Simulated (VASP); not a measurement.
Input of a VASP 6.6.1 run:

Contents of INCAR:

```
SYSTEM = AlN
PREC = Accurate
ENCUT = 520
EDIFF = 1E-6
ISMEAR = 0
SIGMA = 0.05
LREAL = .FALSE.
LASPH = .TRUE.
NELM = 60
ALGO = Normal
ISIF = 2
LWAVE = .FALSE.
LCHARG = .TRUE.
GGA = PS
LELF = .TRUE.
LVHAR = .TRUE.
NBANDS = 26
```

The input KPOINTS:

```
Automatic mesh
0
G
  8 8 3
  0 0 0
```

File POSCAR:

```
AlN
1.0
   -3.1135599822      0.0000000000      0.0000000000
   -1.5567799911     -2.6964220408      0.0000000000
   -0.6486583296     -1.1235091837      9.9667009506
Al N
4 4
Direct
    0.3333333333     -0.0435437744      0.9045050585
    0.3333333333      0.1647895590      0.4045050585
    0.6666666667      0.6022895590      0.1545050585
    0.6666666667      0.3939562256      0.6545050585
    0.3333333333      0.2935437744      0.0954949415
    0.3333333333      0.0852104410      0.5954949415
    0.6666666667      0.5227104410      0.3454949415
    0.6666666667      0.3143771077      0.8454949415
```

Potentials or basis: VASP PAW PBE potentials, release 64 (Al, N).

The run is started by

```bash
$ cat potpaw_PBE.64/Al/POTCAR potpaw_PBE.64/N/POTCAR > POTCAR
$ mpirun -np 1 vasp_std > vasp.out
```

Task: Predict the band gap on the k mesh.

Result: 3.15 eV, indirect (the least direct gap lies 1.9 meV higher).

Task: What does it give for the pressure?

Result: -1.3 GPa.

Task: What does it give for the largest force?

Result: 1.256 eV/Å.

Forces on the atoms (eV/Å):
```
Al   0.074 -0.818 -0.054
Al   0.004  0.009 -0.090
Al  -0.351  0.330  1.159
Al  -0.081  0.015 -0.130
N    0.937  0.281 -0.417
N   -0.024  0.014  0.028
N    0.070 -0.014  0.068
N   -0.628  0.182 -0.565
```

Caveat: the PAW data sets were made with another functional, which shifts forces and pressure a little. As with any semilocal functional, this PBEsol gap is likely too small.
